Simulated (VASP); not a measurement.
# Hf (I4/mmm) in VASP: a series of runs

The runs below take Hf through single point, with LDA.

Program: VASP 6.6.1. These are calculated values, not measurements. Logs are shortened: lines on timing, memory, paths and dates and some standing lists are left out, and cuts for length are marked.

## 1. The cell of the first run

It takes space group I4/mmm (No. 139, tetragonal). Conventional cell: a = 3.044 Å, b = 3.044 Å, c = 4.651 Å, α = 90.00°, β = 90.00°, γ = 90.00°. Within 4.0 Å of Hf (site symmetry 4/mmm) lie 12 Hf at 3.04 to 3.17 Å.

## 2. Single point, LDA (21.55 Å³/atom)

INCAR reads:

```
PREC = Accurate ; ENCUT = 520
EDIFF = 1E-6 ; ISMEAR = 0
SIGMA = 0.15 ; LREAL = False
LASPH = True ; NELM = 60
ALGO = Fast ; ISIF = 2
LWAVE = False ; LCHARG = False
GGA = CA ; NBANDS = 11
```

KPOINTS reads:

```
Automatic mesh
0
Gamma
  20 20 20
```

POSCAR reads:

```
Hf
1.0
    0.0000000000      2.1525051459      2.3253513091
    2.1525051459      0.0000000000      2.3253513091
    2.1525051459      2.1525051459      0.0000000000
Hf
1
Direct
    0.0000000000      0.0000000000      0.0000000000
```

Potentials or basis: VASP PAW LDA potentials, release 64 (Hf_pv).

Launch:

```sh
cat potpaw_LDA.64/Hf_pv/POTCAR > POTCAR
mpirun -np 1 vasp_std > vasp.out
```

OUTCAR:

```text
PREC = Accurate
   ENCUT = 520
   EDIFF = 1E-6
   ISMEAR = 0
   LREAL = False
   LASPH = True
   NELM = 60
   ISIF = 2
   GGA = CA

 ion  position               nearest neighbor table
   1  0.000  0.000  0.000-

  LATTYP: Found a body centered tetragonal cell.
 ALAT       =     3.0441019704
 C/A-ratio  =     1.5277749114

  Lattice vectors:

 A1 = (  -2.1525051459,   0.0000000000,   2.3253513091)
 A2 = (   2.1525051459,   0.0000000000,   2.3253513091)
 A3 = (   0.0000000000,   2.1525051459,  -2.3253513091)

Analysis of symmetry for initial positions (statically):
=====================================================================
 Subroutine PRICEL returns:
 Original cell was already a primitive cell.

 Routine SETGRP: Setting up the symmetry group for a
 body centered tetragonal supercell.

 Subroutine GETGRP returns: Found 16 space group operations
 (whereof 16 operations were pure point group operations)
 out of a pool of 16 trial point group operations.

The static configuration has the point symmetry D_4h.

Analysis of symmetry for dynamics (positions and initial velocities):
=====================================================================
 Subroutine PRICEL returns:
 Original cell was already a primitive cell.

 Routine SETGRP: Setting up the symmetry group for a
 body centered tetragonal supercell.

 Subroutine GETGRP returns: Found 16 space group operations
 (whereof 16 operations were pure point group operations)
 out of a pool of 16 trial point group operations.

The dynamic configuration has the point symmetry D_4h.

 Subroutine INISYM returns: Found 16 space group operations
 (whereof 16 operations are pure point group operations),
 and found     1 'primitive' translations

----------------------------------------------------------------------------------------

                                     Primitive cell

  volume of cell :      21.5480

  direct lattice vectors                    reciprocal lattice vectors
     0.000000000  2.152505146  2.325351309    -0.232287482  0.232287482  0.215021274
     2.152505146  0.000000000  2.325351309     0.232287482 -0.232287482  0.215021274
     2.152505146  2.152505146  0.000000000     0.232287482  0.232287482 -0.215021274

  length of vectors
     3.168680658  3.168680658  3.044101970     0.392618258  0.392618258  0.392618258

  position of ions in fractional coordinates (direct lattice)
     0.000000000  0.000000000  0.000000000

  ion indices of the primitive-cell ions
   primitive index   ion index
                 1           1

----------------------------------------------------------------------------------------

 KPOINTS: Automatic mesh

Automatic generation of k-mesh.
 Grid dimensions read from file:
 generate k-points for:   20   20   20

 Generating k-lattice:

  Cartesian coordinates                     Fractional coordinates (reciprocal lattice)
    -0.011614374  0.011614374  0.010751064     0.050000000  0.000000000  0.000000000
     0.011614374 -0.011614374  0.010751064     0.000000000  0.050000000  0.000000000
     0.011614374  0.011614374 -0.010751064    -0.000000000 -0.000000000  0.050000000

  Length of vectors
     0.019630913  0.019630913  0.019630913

  Shift w.r.t. Gamma in fractional coordinates (k-lattice)
     0.000000000  0.000000000  0.000000000

 Subroutine IBZKPT returns following result:
 ===========================================

 Found    641 irreducible k-points:

 Following reciprocal coordinates:
            Coordinates               Weight
  0.000000  0.000000  0.000000      1.000000
  0.050000  0.000000  0.000000      8.000000
  0.100000 -0.000000  0.000000      8.000000
  0.150000  0.000000  0.000000      8.000000
  0.200000 -0.000000  0.000000      8.000000
  0.250000 -0.000000  0.000000      8.000000
[... 16 lines left out ...]
 -0.400000  0.050000  0.000000      8.000000
 -0.350000  0.050000  0.000000      8.000000
 [... further k-points ...]
   k-points           NKPTS =    641   k-points in BZ     NKDIM =    641   number of bands    NBANDS=     11
   number of dos      NEDOS =    301   number of ions     NIONS =      1
   total plane-waves  NPLWV =  13824
   dimension x,y,z NGX =    24 NGY =   24 NGZ =   24
   dimension x,y,z NGXF=    48 NGYF=   48 NGZF=   48
   ions per type =               1
   NGX,Y,Z   is equivalent  to a cutoff of  12.59, 12.59, 13.11 a.u.
   NGXF,Y,Z  is equivalent  to a cutoff of  25.18, 25.18, 26.21 a.u.
 SYSTEM =  unknown system
   PREC   = accura    normal or accurate (medium, high low for compatibility)
   ISTART =      0    job   : 0-new  1-cont  2-samecut
   ICHARG =      2    charge: 1-file 2-atom 10-const
   ISPIN  =      1    spin polarized calculation?
   LNONCOLLINEAR =      F non collinear calculations
   LSORBIT =      F    spin-orbit coupling
   LASPH  =      T    aspherical Exc in radial PAW
   ENCUT  =  520.0 eV  38.22 Ry    6.18 a.u.   5.89  5.89  5.66*2*pi/ulx,y,z
   NELM   =     60;   NELMIN=  2; NELMDL= -5     # of ELM steps
   EDIFF  = 0.1E-05   stopping-criterion for ELM
   LREAL  =      F    real-space projection
   EDIFFG = 0.1E-04   stopping-criterion for IOM
   NSW    =      0    number of steps for IOM
   IBRION =     -1    ionic relax: 0-MD 1-quasi-New 2-CG
   NFREE  =      0    steps in history (QN), initial steepest desc. (CG)
   ISIF   =      2    stress and relaxation
   ISYM   =      2    0-nonsym 1-usesym 2-fastsym
   POTIM  = 0.5000    time-step for ionic-motion
   TEBEG  =    0.0;   TEEND  =   0.0 temperature during run
   PSTRESS=    0.0 pullay stress
   NELECT =      10.0000    total number of electrons
   NUPDOWN=      -1.0000    fix difference up-down
   EMIN   =  10.00;   EMAX   =-10.00  energy-range for DOS
   EFERMI =   0.00;   METHOD = LEGACY
   ISMEAR =     0;   SIGMA  =   0.15  broadening in eV -4-tet -1-fermi 0-gaus
   EFERMI_NEDOS =   21; number of points for ismear=-14 and -15
   IALGO  =     68    algorithm
   IMIX   =      4    mixing-type and parameters
     AMIX     =   0.40;   BMIX     =  1.00
     AMIX_MAG =   1.60;   BMIX_MAG =  1.00
  volume/ion in A,a.u.               =      21.55       145.41
  Fermi-wavevector in a.u.,A,eV,Ry     =   1.267474  2.395179 21.857640  1.606491
  Thomas-Fermi vector in A             =   2.400620
   LORBIT       =      0    0 simple, 1 ext, 2 COOP (PROOUT), +10 PAW based schemes
   GGA     = CA    functional components
   LHFCALC =     F    Hartree Fock is set to
   AEXX    =    0.0000 exact exchange contribution
   IVDW    =     0    specifies the selected vdW correction
   LEPSILON=     F    determine dielectric tensor
   LRPA    =     F    only Hartree local field effects (RPA)
 non-spin polarized calculation
 RMM-DIIS sequential band-by-band and
 Gauss-broadening in eV      SIGMA  =   0.15
  energy-cutoff  :      520.00
  volume of cell :       21.55
 maximum number of plane-waves:       601
   NGX = 11   NGY = 11   NGZ = 11

 number of electron      10.0000001 magnetization

 Free energy of the ion-electron system (eV)
  ---------------------------------------------------
  ext. energy  EPLUGINS =         0.00000000
  ---------------------------------------------------
  free energy    TOTEN  =       -10.61562747 eV

  energy without entropy =      -10.59778586  energy(sigma->0) =      -10.60670666

 E-fermi :   4.8646     XC(G=0): -11.6430

 val. band max:        4.8623059020   @ k =   0.4500   0.3000   0.1000
 cond. band min:       4.8647713303   @ k =   0.4500   0.1000   0.0000
 fundamental gap:      0.0024654283
 Fermi energy:         4.8646306231

 k-point     1 :       0.0000    0.0000    0.0000
  band No.  band energies     occupation
      1     -24.8583      2.00000
      2     -24.8392      2.00000
      3     -24.8392      2.00000
      4      -2.3868      2.00000
      5       5.6248      0.00000
      6       6.5833      0.00000
      7       6.5833      0.00000
      8       8.3330      0.00000
      9       9.7807      0.00000
     10      16.5136      0.00000
     11      17.1185      0.00000

 k-point     2 :       0.0500    0.0000    0.0000
  band No.  band energies     occupation
      1     -24.8733      2.00000
      2     -24.8536      2.00000
      3     -24.8411      2.00000
      4      -2.2940      2.00000
      5       5.6370      0.00000
      6       6.5171      0.00000
      7       6.6291      0.00000
      8       8.3027      0.00000
      9       9.7126      0.00000
     10      16.7209      0.00000
     11      17.1186      0.00000

 k-point     3 :       0.1000   -0.0000    0.0000
  band No.  band energies     occupation
      1     -24.9423      2.00000
      2     -24.8692      2.00000
      3     -24.8464      2.00000
      4      -2.0226      2.00000
      5       5.6245      0.00000
      6       6.3780      0.00000
      7       6.7565      0.00000
      8       8.2471      0.00000
      9       9.5365      0.00000
     10      17.1220      0.00000
     11      17.2783      0.00000

 k-point     4 :       0.1500    0.0000    0.0000
  band No.  band energies     occupation
      1     -25.0528      2.00000
      2     -24.8887      2.00000
      3     -24.8547      2.00000
      4      -1.5936      2.00000
      5       5.4768      0.00000
      6       6.2889      0.00000
      7       6.9291      0.00000
      8       8.2605      0.00000
      9       9.3317      0.00000
     10      17.8043      0.00000
     11      18.8407      0.00000

 k-point     5 :       0.2000   -0.0000    0.0000
  band No.  band energies     occupation
      1     -25.1898      2.00000
      2     -24.9127      2.00000
      3     -24.8651      2.00000
      4      -1.0443      2.00000
      5       5.2192      0.00083
      6       6.2284      0.00000
      7       7.0714      0.00000
      8       8.4557      0.00000
      9       9.2184      0.00000
     10      17.1058      0.00000
     11      17.3549      0.00000
[... 211 lines left out ...]
 k-point    21 :       0.5000    0.0500    0.0000
  band No.  band energies     occupation
      1     -25.7838      2.00000
      2     -25.0367      2.00000
      3     -24.9182      2.00000
      4       1.2242      2.00000
      5       5.3100      0.00003
      6       5.7743      0.00000
      7       6.5773      0.00000
      8      11.1007      0.00000
      9      11.6023      0.00000
     10      14.6368      0.00000
     11      16.1773      0.00000

 k-point    22 :      -0.4500    0.0500    0.0000
  band No.  band energies     occupation
      1     -25.7831      2.00000
      2     -25.0376      2.00000
      3     -24.9136      2.00000
      4       1.2183      2.00000
      5       5.3970      0.00000
      6       5.6593      0.00000
      7       6.5698      0.00000
      8      10.9186      0.00000
      9      11.7219      0.00000
     10      14.6930      0.00000
     11      16.3077      0.00000

 k-point    23 :      -0.4000    0.0500    0.0000
  band No.  band energies     occupation
      1     -25.7404      2.00000
      2     -25.0299      2.00000
      3     -24.9057      2.00000
      4       1.1148      2.00000
      5       5.3271      0.00001
      6       5.5361      0.00000
      7       6.6375      0.00000
      8      10.5116      0.00000
      9      11.4413      0.00000
     10      14.9531      0.00000
     11      16.9636      0.00000

 k-point    24 :      -0.3500    0.0500    0.0000
  band No.  band energies     occupation
      1     -25.6592      2.00000
      2     -25.0145      2.00000
      3     -24.8953      2.00000
      4       0.8699      2.00000
      5       4.9882      0.24390
      6       5.7014      0.00000
      7       6.7728      0.00000
      8       9.9833      0.00000
      9      10.8691      0.00000
     10      15.3159      0.00000
     11      18.0076      0.00000

 [... further k-points ...]

------------------------ aborting loop because EDIFF is reached ----------------------------------------

  FORCE on cell =-STRESS in cart. coord.  units (eV):
  Direction    XX          YY          ZZ          XY          YZ          ZX
  --------------------------------------------------------------------------------------
  -------------------------------------------------------------------------------------
  Total       -0.3926908     -0.3926908     -0.9132168      0.0000000      0.0000000      0.0000000
  in kB      -29.1980799    -29.1980799    -67.9012054      0.0000000      0.0000000      0.0000000
  external PRESSURE =     -42.0991218 kB  Pullay stress =       0.0000000 kB

 VOLUME and BASIS-vectors are now :
 -----------------------------------------------------------------------------
  energy-cutoff  :      520.00
  volume of cell :       21.55
      direct lattice vectors                 reciprocal lattice vectors
     0.000000000  2.152505146  2.325351309    -0.232287482  0.232287482  0.215021274
     2.152505146  0.000000000  2.325351309     0.232287482 -0.232287482  0.215021274
     2.152505146  2.152505146  0.000000000     0.232287482  0.232287482 -0.215021274

 POSITION                                       TOTAL-FORCE (eV/Angst)
 -----------------------------------------------------------------------------------
      0.00000      0.00000      0.00000         0.000000      0.000000      0.000000
 -----------------------------------------------------------------------------------
    total drift:                                0.000000      0.000000     -0.000000

  FREE ENERGIE OF THE ION-ELECTRON SYSTEM (eV)
  ---------------------------------------------------
  free  energy   TOTEN  =       -10.6156274691 eV

  energy  without entropy=      -10.5977858596  energy(sigma->0) =      -10.60670666
```

Run time: 90 s. Hardware: 1 thread of Intel Xeon Platinum 8259CL at 2.50GHz (Skylake/Cascade Lake), shared host; peak memory 0.25 GiB.

Results:

* Free energy: -10.6156 eV
* Pressure: -4.2 GPa
* Band gap on the k mesh: zero (bands 5 and 6 overlap by 1.78 eV)

Stress tensor (GPa, compression positive):
```
-2.92  0.00  0.00
 0.00 -2.92  0.00
 0.00  0.00 -6.79
```

Levels at points of the mesh, in eV from the Fermi level:
```tsv
k point	band 2	band 3	band 4	band 5	band 6	band 7	band 8	band 9
(0.00, 0.00, 0.00)	-29.70	-29.70	-7.25	0.76	1.72	1.72	3.47	4.92
(0.50, 0.00, 0.00)	-29.89	-29.78	-3.72	0.63	0.89	1.64	6.22	6.71
(0.50, 0.50, 0.00)	-29.97	-29.97	-3.52	-2.16	2.08	6.60	7.12	7.12
(0.50, 0.00, 0.50)	-30.17	-30.01	-3.35	-2.29	3.32	6.27	6.57	7.71
```

Caveat: the cell stands under tension; spin-orbit coupling is left out, which moves the levels of the heavy elements.

## 3. Single point, LDA (19.06 Å³/atom)

This run uses another cell than the first one, of 19.06 Å³/atom.

INCAR reads:

```
PREC     = Accurate       # precision mode
ENCUT    = 520            # plane-wave cutoff, eV
EDIFF    = 1E-6           # SCF threshold, eV
ISMEAR   = 0              # smearing method
SIGMA    = 0.15           # smearing width, eV
LREAL    = False          # projectors in reciprocal space
LASPH    = True           # aspherical terms in the spheres
NELM     = 80             # most SCF steps
ALGO     = Fast           # electronic algorithm
ISIF     = 2              # what is computed and relaxed
LWAVE    = False          # write WAVECAR
LCHARG   = False          # write CHGCAR
GGA      = CA             # functional
NBANDS   = 11             # bands
```

KPOINTS reads:

```
regular mesh
0
Gamma
  20 20 20
```

POSCAR reads:

```
Hf
1.0
    0.0000000000      2.0662860160      2.2322087831
    2.0662860160      0.0000000000      2.2322087831
    2.0662860160      2.0662860160      0.0000000000
Hf
1
Direct
    0.0000000000      0.0000000000      0.0000000000
```

Potentials or basis: VASP PAW LDA potentials, release 64 (Hf_pv).

Launch:

```sh
cat potpaw_LDA.64/Hf_pv/POTCAR > POTCAR
mpirun -np 1 vasp_std > vasp.out
```

Run time: 71 s. Hardware: 1 thread of AMD EPYC 9R45 (Zen 5), shared host; peak memory 0.21 GiB.

The run converged. Its results:

| Quantity | Value |
| --- | --- |
| Free energy | -10.5719 eV |
| Pressure | 11.1 GPa |
| Band gap on the k mesh | zero (bands 5 and 6 overlap by 1.80 eV) |

Stress tensor (GPa, compression positive):
```
12.48  0.00  0.00
 0.00 12.48  0.00
 0.00  0.00  8.49
```

Levels at points of the mesh, in eV from the Fermi level:
| k point | band 3 | band 4 | band 5 | band 6 | band 7 | band 8 |
| --- | --- | --- | --- | --- | --- | --- |
| (0.00, 0.00, 0.00) | -29.26 | -7.63 | 0.72 | 1.79 | 1.79 | 3.85 |
| (0.50, 0.00, 0.00) | -29.37 | -4.10 | 0.55 | 1.43 | 1.68 | 7.09 |
| (0.50, 0.50, 0.00) | -29.65 | -4.05 | -2.64 | 2.81 | 7.55 | 8.17 |
| (0.50, 0.00, 0.50) | -29.72 | -3.95 | -2.81 | 4.18 | 7.17 | 7.50 |

Caveat: the cell stands under pressure; spin-orbit coupling is left out, which moves the levels of the heavy elements.
